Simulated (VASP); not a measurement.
Here is a VASP 6.6.1 calculation.

File POSCAR:

```
B
1.0
    2.3461100000      0.0000000000      0.0000000000
    0.0000000000      2.3461100000      0.0000000000
    0.0000000000      0.0000000000      1.5857900000
B
1
Direct
    0.5000000000      0.5000000000      0.5000000000
```

The input INCAR.step1:

```
PREC = Accurate
ENCUT = 600
EDIFF = 1E-5
ISMEAR = -1
SIGMA = 0.05
LREAL = False
LASPH = True
NELM = 80
ALGO = Normal
LWAVE = True
LCHARG = False
GGA = PE
NBANDS = 8
```

Contents of INCAR.step2:

```
PREC = Accurate
ENCUT = 600
EDIFF = 1E-7
ISMEAR = -1
SIGMA = 0.05
LREAL = False
LASPH = True
NELM = 80
ALGO = Normal
ISIF = 3
LWAVE = False
LCHARG = False
GGA = PS
LHFCALC = True
AEXX = 0.25
PRECFOCK = Normal
IBRION = 2
NSW = 60
EDIFFG = -0.01
ISTART = 1
```

Contents of KPOINTS:

```
regular mesh
0
Gamma
  6 6 8
```

Potentials or basis: VASP PAW PBE potentials, release 64 (B).

Command:

```console
$ cat potpaw_PBE.64/B/POTCAR > POTCAR
$ cp INCAR.step1 INCAR
$ mpirun -np 1 vasp_std > vasp.out
$ cp INCAR.step2 INCAR
$ mpirun -np 1 vasp_std > vasp.out
```

Task: What does it give for the relaxed cell?

Result: a = 2.322 Å, b = 2.322 Å, c = 1.578 Å, α = 90.00°, β = 90.00°, γ = 90.00°.

Task: What does it give for the relaxed volume?

Result: 8.51 Å³/atom.

Task: Estimate the space group after relaxing (to 0.1 Å).

Result: P4/mmm (No. 123).

Task: What does it give for the band gap on the k mesh?

Result: Zero (an odd number of electrons rules out a gap without spin polarisation).

Final structure:
```
CELL_PARAMETERS angstrom
2.32193 0.00000 0.00000
0.00000 2.32193 0.00000
0.00000 0.00000 1.57818
ATOMIC_POSITIONS crystal
B 0.50000 0.50000 0.50000
```

Caveat: the k points lie up to 0.50 Å⁻¹ apart in the final cell, too coarse for converged energies and pressures of a metal; the PAW data sets were made with another functional, which shifts forces and pressure a little; an odd number of electrons without spin polarisation forces a metal; a magnetic or distorted state may lie lower.
